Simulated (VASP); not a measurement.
Crystal: FeO.

```
Fe O
1.0
     2.61247    0.00000    0.00000
     0.00000    2.61247    0.00000
     0.00000    0.00000    2.61247
Fe O
1 1
Cartesian
  0.0000 0.0000 0.0000
  1.3062 1.3062 1.3062
```

Base run:

| Property | Result |
| --- | --- |
| Program | VASP 6.6.1 |
| Functional | PBE |
| Potentials or basis | VASP PAW PBE potentials, release 64 (Fe, O) |
| Cutoff | 520 eV |
| k mesh | 10 × 10 × 10 |
| Occupations | fermi-dirac, width 0.05 eV |
| Spin | collinear spin, ferromagnetic start |
| Starting moments | [3.0, 0.0] μB |

Its results: band gap on the k mesh zero (filled and empty bands overlap); pressure 9.3 GPa; net moment 4.00 μB per cell; site moments Fe +3.53; O +0.38 μB.

Question: The run is repeated on the same cell with these changes: potentials or basis from VASP PAW PBE potentials, release 64 (Fe, O) to VASP PAW PBE potentials, release 64 (Fe_sv, O); cutoff from 520 eV to 600 eV; further incar settings from ALGO = Normal; EDIFF = 1e-06; NBANDS = 18 to ALGO = Normal; EDIFF = 1e-06; NBANDS = 22; valence electrons from 14 to 22. What comes out?

Answer: Band gap on the k mesh zero (filled and empty bands overlap); pressure 6.7 GPa; net moment 4.00 μB per cell; site moments Fe +3.41; O +0.37 μB.

Caveats: a cell with one magnetic atom can't hold antiferromagnetic order, which such compounds often take; semilocal functionals often make such compounds metallic where correlation or magnetic order opens a gap, which also shifts bond lengths.
